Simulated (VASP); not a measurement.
Runs of VASP 6.6.1 on Cd. The structure is that of space group P6_3/mmc (No. 194), or close to it. The cells are those of the table. 

```tsv
cell	gap on the mesh (eV)	pressure (GPa)
a = 2.979, b = 2.979, c = 5.618 Å, angles 90.0, 90.0, 120.0°, 2 atoms	none	(a)
a = 3.056, b = 3.056, c = 5.764 Å, angles 90.0, 90.0, 120.0°, 2 atoms	none	-4.4
a = 2.897, b = 2.897, c = 5.464 Å, angles 90.0, 90.0, 120.0°, 2 atoms	none	(b)
a = 2.939, b = 2.939, c = 5.542 Å, angles 90.0, 90.0, 120.0°, 2 atoms	none	1.4
a = 3.018, b = 3.018, c = 5.692 Å, angles 90.0, 90.0, 120.0°, 2 atoms	none	-3.0
```

Alike in all rows: task single point; level PBEsol; potentials or basis VASP PAW PBE potentials, release 64 (Cd); no spin polarisation; k mesh 11 × 11 × 5; cutoff (eV) 520; smearing methfessel-paxton 0.1 eV.

**Question.** Fill in the values left out.

**Answer.** (a) -1.1; (b) 4.8.

Caveats: the PAW data sets were made with another functional, which shifts forces and pressure a little.

A k mesh can miss the band edges, and the runs leave out spin-orbit coupling on Cd.

A gap of «none» marks levels without a gap at the run's occupations.
